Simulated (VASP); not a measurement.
# Cu (Fd-3m) in VASP: a series of runs

Cu is run at these levels: BLYP; tasks: single point, relaxation of cell and atoms.

All numbers are computed with VASP 6.6.1; they aren't measurements. Logs are shortened: lines on timing, memory, paths and dates and some standing lists are left out, and cuts for length are marked.

## Step 1: The cell of the first run

It takes space group Fd-3m (No. 227, cubic). Conventional cell: a = 5.542 Å, b = 5.542 Å, c = 5.542 Å, α = 90.00°, β = 90.00°, γ = 90.00°. Within 3.2 Å of Cu (site symmetry -43m) lie 4 Cu at 2.40 Å.

## Step 2: Single point, BLYP (volume scaled by 1.04)

File INCAR:

```
SYSTEM = Cu
  PREC = Accurate
  ENCUT = 520
  EDIFF = 1E-6
  ISMEAR = -1
  SIGMA = 0.1
  LREAL = .False.
  LASPH = .True.
  NELM = 60
  ALGO = Normal
  ISIF = 2
  LWAVE = .False.
  LCHARG = .True.
  GGA = B5
  ALDAX = 1.0
  AGGAX = 1.0
  AGGAC = 1.0
  ALDAC = 0.0
  LELF = .True.
  LVHAR = .True.
  NBANDS = 18
```

File KPOINTS:

```
regular mesh
0
Gamma
  11 11 11
  0 0 0
```

File POSCAR:

```
Cu
1.0
    0.0000000000      2.7710859090      2.7710859090
    2.7710859090      0.0000000000      2.7710859090
    2.7710859090      2.7710859090      0.0000000000
Cu
2
Direct
    0.1250000000      0.1250000000      0.1250000000
    0.8750000000      0.8750000000      0.8750000000
```

Potentials or basis: VASP PAW PBE potentials, release 64 (Cu).

Command:

```bash
> cat potpaw_PBE.64/Cu/POTCAR > POTCAR
> mpirun -np 1 vasp_std > vasp.out
```

OUTCAR:

```text
SYSTEM = Cu
   PREC = Accurate
   ENCUT = 520
   EDIFF = 1E-6
   ISMEAR = -1
   LREAL = .False.
   LASPH = .True.
   NELM = 60
   ISIF = 2
   GGA = B5

 ion  position               nearest neighbor table
   1  0.125  0.125  0.125-   2 2.40   2 2.40   2 2.40   2 2.40
   2  0.875  0.875  0.875-   1 2.40   1 2.40   1 2.40   1 2.40

  LATTYP: Found a face centered cubic cell.
 ALAT       =     5.5421718180

  Lattice vectors:

 A1 = (   0.0000000000,   2.7710859090,   2.7710859090)
 A2 = (   2.7710859090,   0.0000000000,   2.7710859090)
 A3 = (   2.7710859090,   2.7710859090,   0.0000000000)

Analysis of symmetry for initial positions (statically):
=====================================================================
 Subroutine PRICEL returns:
 Original cell was already a primitive cell.

 Routine SETGRP: Setting up the symmetry group for a
 face centered cubic supercell.

 Subroutine GETGRP returns: Found 48 space group operations
 (whereof 12 operations were pure point group operations)
 out of a pool of 48 trial point group operations.

The static configuration has the point symmetry D_3d.
 The point group associated with its full space group is O_h .

Analysis of symmetry for dynamics (positions and initial velocities):
=====================================================================
 Subroutine PRICEL returns:
 Original cell was already a primitive cell.

 Routine SETGRP: Setting up the symmetry group for a
 face centered cubic supercell.

 Subroutine GETGRP returns: Found 48 space group operations
 (whereof 12 operations were pure point group operations)
 out of a pool of 48 trial point group operations.

The dynamic configuration has the point symmetry D_3d.
 The point group associated with its full space group is O_h .

 Subroutine INISYM returns: Found 48 space group operations
 (whereof 12 operations are pure point group operations),
 and found     1 'primitive' translations

----------------------------------------------------------------------------------------

                                     Primitive cell

  volume of cell :      42.5579

  direct lattice vectors                    reciprocal lattice vectors
     0.000000000  2.771085909  2.771085909    -0.180434680  0.180434680  0.180434680
     2.771085909  0.000000000  2.771085909     0.180434680 -0.180434680  0.180434680
     2.771085909  2.771085909  0.000000000     0.180434680  0.180434680 -0.180434680

  length of vectors
     3.918907275  3.918907275  3.918907275     0.312522034  0.312522034  0.312522034

  position of ions in fractional coordinates (direct lattice)
     0.125000000  0.125000000  0.125000000
     0.875000000  0.875000000  0.875000000

  ion indices of the primitive-cell ions
   primitive index   ion index
                 1           1
                 2           2

----------------------------------------------------------------------------------------

 KPOINTS: regular mesh

Automatic generation of k-mesh.
 Grid dimensions read from file:
 generate k-points for:   11   11   11

 Generating k-lattice:

  Cartesian coordinates                     Fractional coordinates (reciprocal lattice)
    -0.016403153  0.016403153  0.016403153     0.090909091  0.000000000  0.000000000
     0.016403153 -0.016403153  0.016403153     0.000000000  0.090909091  0.000000000
     0.016403153  0.016403153 -0.016403153     0.000000000  0.000000000  0.090909091

  Length of vectors
     0.028411094  0.028411094  0.028411094

  Shift w.r.t. Gamma in fractional coordinates (k-lattice)
     0.000000000  0.000000000  0.000000000

 Subroutine IBZKPT returns following result:
 ===========================================

 Found     56 irreducible k-points:

 Following reciprocal coordinates:
            Coordinates               Weight
  0.000000  0.000000  0.000000      1.000000
  0.090909  0.000000  0.000000      8.000000
  0.181818  0.000000  0.000000      8.000000
  0.272727  0.000000  0.000000      8.000000
  0.363636  0.000000  0.000000      8.000000
  0.454545  0.000000  0.000000      8.000000
[... 16 lines left out ...]
 -0.272727  0.181818  0.000000     24.000000
 -0.181818  0.181818  0.000000     12.000000
 [... further k-points ...]
   k-points           NKPTS =     56   k-points in BZ     NKDIM =     56   number of bands    NBANDS=     18
   number of dos      NEDOS =    301   number of ions     NIONS =      2
   total plane-waves  NPLWV =  27000
   dimension x,y,z NGX =    30 NGY =   30 NGZ =   30
   dimension x,y,z NGXF=    60 NGYF=   60 NGZF=   60
   ions per type =               2
   NGX,Y,Z   is equivalent  to a cutoff of  12.73, 12.73, 12.73 a.u.
   NGXF,Y,Z  is equivalent  to a cutoff of  25.45, 25.45, 25.45 a.u.
 SYSTEM =  Cu
   PREC   = accura    normal or accurate (medium, high low for compatibility)
   ISTART =      0    job   : 0-new  1-cont  2-samecut
   ICHARG =      2    charge: 1-file 2-atom 10-const
   ISPIN  =      1    spin polarized calculation?
   LNONCOLLINEAR =      F non collinear calculations
   LSORBIT =      F    spin-orbit coupling
   LASPH  =      T    aspherical Exc in radial PAW
   ENCUT  =  520.0 eV  38.22 Ry    6.18 a.u.   7.29  7.29  7.29*2*pi/ulx,y,z
   NELM   =     60;   NELMIN=  2; NELMDL= -5     # of ELM steps
   EDIFF  = 0.1E-05   stopping-criterion for ELM
   LREAL  =      F    real-space projection
   EDIFFG = 0.1E-04   stopping-criterion for IOM
   NSW    =      0    number of steps for IOM
   IBRION =     -1    ionic relax: 0-MD 1-quasi-New 2-CG
   NFREE  =      0    steps in history (QN), initial steepest desc. (CG)
   ISIF   =      2    stress and relaxation
   ISYM   =      2    0-nonsym 1-usesym 2-fastsym
   POTIM  = 0.5000    time-step for ionic-motion
   TEBEG  =    0.0;   TEEND  =   0.0 temperature during run
   PSTRESS=    0.0 pullay stress
   NELECT =      22.0000    total number of electrons
   NUPDOWN=      -1.0000    fix difference up-down
   EMIN   =  10.00;   EMAX   =-10.00  energy-range for DOS
   EFERMI =   0.00;   METHOD = LEGACY
   ISMEAR =    -1;   SIGMA  =   0.10  broadening in eV -4-tet -1-fermi 0-gaus
   EFERMI_NEDOS =   21; number of points for ismear=-14 and -15
   IALGO  =     38    algorithm
   IMIX   =      4    mixing-type and parameters
     AMIX     =   0.40;   BMIX     =  1.00
     AMIX_MAG =   1.60;   BMIX_MAG =  1.00
  volume/ion in A,a.u.               =      21.28       143.60
  Fermi-wavevector in a.u.,A,eV,Ry     =   1.313880  2.482873 23.487478  1.726281
  Thomas-Fermi vector in A             =   2.444172
   LORBIT       =      0    0 simple, 1 ext, 2 COOP (PROOUT), +10 PAW based schemes
   GGA     = B5    functional components
   LHFCALC =     F    Hartree Fock is set to
   AEXX    =    0.0000 exact exchange contribution
   IVDW    =     0    specifies the selected vdW correction
   LEPSILON=     F    determine dielectric tensor
   LRPA    =     F    only Hartree local field effects (RPA)
 non-spin polarized calculation
  energy-cutoff  :      520.00
  volume of cell :       42.56
 maximum number of plane-waves:      1167
 NGX is ok and might be reduce to    30
   NGX = 15   NGY = 15   NGZ = 15

 number of electron      22.0000028 magnetization

 Free energy of the ion-electron system (eV)
  ---------------------------------------------------
  ext. energy  EPLUGINS =         0.00000000
  ---------------------------------------------------
  free energy    TOTEN  =        -4.59685090 eV

  energy without entropy =       -4.57122806  energy(sigma->0) =       -4.58403948

 E-fermi :   2.3982     XC(G=0):  -8.8017

 val. band max:        2.3457763790   @ k =  -0.3636   0.3636   0.0000
 cond. band min:       2.5060644601   @ k =  -0.3636   0.2727   0.0909
 fundamental gap:      0.1602880812
 Fermi energy:         2.3982297190

 k-point     1 :       0.0000    0.0000    0.0000
  band No.  band energies     occupation
      1      -3.2826      2.00000
      2      -0.2763      2.00000
      3      -0.2763      2.00000
      4      -0.2763      2.00000
      5      -0.2577      2.00000
      6      -0.2577      2.00000
[... 10 lines left out ...]
     17      12.4260      0.00000
     18      14.1757      0.00000

 k-point     2 :       0.0909    0.0000    0.0000
  band No.  band energies     occupation
      1      -3.1648      2.00000
      2      -0.3345      2.00000
      3      -0.3345      2.00000
      4      -0.2748      2.00000
      5      -0.1818      2.00000
      6      -0.1817      2.00000
[... 10 lines left out ...]
     17      12.9883      0.00000
     18      14.7837      0.00000

 k-point     3 :       0.1818    0.0000    0.0000
  band No.  band energies     occupation
      1      -2.8199      2.00000
      2      -0.3695      2.00000
      3      -0.3694      2.00000
      4      -0.2679      2.00000
      5      -0.1063      2.00000
      6      -0.1063      2.00000
[... 10 lines left out ...]
     17      13.6412      0.00000
     18      15.3378      0.00000

 k-point     4 :       0.2727    0.0000    0.0000
  band No.  band energies     occupation
      1      -2.2824      2.00000
      2      -0.3687      2.00000
      3      -0.3687      2.00000
      4      -0.2520      2.00000
      5      -0.0737      2.00000
      6      -0.0737      2.00000
[... 375 lines left out ...]
      4      -0.2113      2.00000
      5      -0.1459      2.00000
      6       0.0870      2.00000
[... 10 lines left out ...]
     17      14.6412      0.00000
     18      17.3305      0.00000

 k-point    23 :      -0.2727    0.1818    0.0000
  band No.  band energies     occupation
      1      -1.5194      2.00000
      2      -0.4240      2.00000
      3      -0.3385      2.00000
      4      -0.2321      2.00000
      5      -0.1500      2.00000
      6       0.1071      2.00000
[... 10 lines left out ...]
     17      14.5647      0.00000
     18      16.1257      0.00000

 k-point    24 :      -0.1818    0.1818    0.0000
  band No.  band energies     occupation
      1      -2.0988      2.00000
      2      -0.4438      2.00000
      3      -0.2924      2.00000
      4      -0.2853      2.00000
      5      -0.1234      2.00000
      6       0.0605      2.00000
[... 10 lines left out ...]
     17      14.6240      0.00000
     18      14.6634      0.00000

 [... further k-points ...]
[... 5 lines left out ...]
  --------------------------------------------------------------------------------------
  -------------------------------------------------------------------------------------
  Total       -0.3572606     -0.3572606     -0.3572606     -0.0000000     -0.0000000      0.0000000
  in kB      -13.4497972    -13.4497972    -13.4497972     -0.0000000     -0.0000000      0.0000000
  external PRESSURE =     -13.4497972 kB  Pullay stress =       0.0000000 kB

 VOLUME and BASIS-vectors are now :
 -----------------------------------------------------------------------------
  energy-cutoff  :      520.00
  volume of cell :       42.56
      direct lattice vectors                 reciprocal lattice vectors
     0.000000000  2.771085909  2.771085909    -0.180434680  0.180434680  0.180434680
     2.771085909  0.000000000  2.771085909     0.180434680 -0.180434680  0.180434680
     2.771085909  2.771085909  0.000000000     0.180434680  0.180434680 -0.180434680

 POSITION                                       TOTAL-FORCE (eV/Angst)
 -----------------------------------------------------------------------------------
      0.69277      0.69277      0.69277         0.000000      0.000000     -0.000000
      4.84940      4.84940      4.84940        -0.000000     -0.000000      0.000000
 -----------------------------------------------------------------------------------
    total drift:                               -0.000000      0.000000      0.000000

  FREE ENERGIE OF THE ION-ELECTRON SYSTEM (eV)
  ---------------------------------------------------
  free  energy   TOTEN  =        -4.5968508976 eV

  energy  without entropy=       -4.5712280574  energy(sigma->0) =       -4.58403948
```

Run time: 48 s. Hardware: 1 thread of Intel Xeon Platinum 8259CL at 2.50GHz (Skylake/Cascade Lake), shared host; peak memory 0.18 GiB.

What came out:

```yaml
Free_energy: -4.5969 eV
Pressure: -1.3 GPa
Band_gap_on_the_k_mesh: zero (band 11 reaches 2.65 eV, above the bottom of band 12 at 2.02 eV)
```

Levels at points of the mesh, in eV from the Fermi level:
```tsv
k point	band 9	band 10	band 11	band 12	band 13	band 14
(0.00, 0.00, 0.00)	-1.73	-1.20	-1.20	9.02	9.02	9.02
```

Caveat: the PAW data sets were made with another functional, which shifts forces and pressure a little.

[end of part 1 of 2]
